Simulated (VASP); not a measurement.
Crystal: Co.

```xyz
2
Lattice="-1.4023 1.4023 1.4023 1.4023 -1.4023 1.4023 2.8046 2.8046 0.0000" Properties=species:S:1:pos:R:3 pbc="T T T"
Co    0.0000    0.0000    0.0000
Co    1.4023    1.4023    1.4023
```

This isn't the form of Co at room conditions, which is hcp.

Base run:

| Quantity | Value |
| --- | --- |
| Program | VASP 6.6.1 |
| Functional | PBE |
| Potentials or basis | VASP PAW PBE potentials, release 64 (Co) |
| Cutoff | 520 eV |
| k mesh | 15 × 15 × 9 |
| Occupations | fermi-dirac, width 0.05 eV |
| Spin | no spin polarisation |

Its results: pressure -10.2 GPa.

**Question.** The run is repeated on the same cell with these changes: spin from no spin polarisation to collinear spin, ferromagnetic start; further incar settings from ALGO = Normal; EDIFF = 1e-06; NBANDS = 16 to ALGO = Normal; EDIFF = 1e-07; NBANDS = 20. What comes out?

**Answer.** Pressure 0.3 GPa; net moment 3.46 μB per cell; site moments Co +1.75 μB.

Caveats: the cell stands under tension (at least some runs).
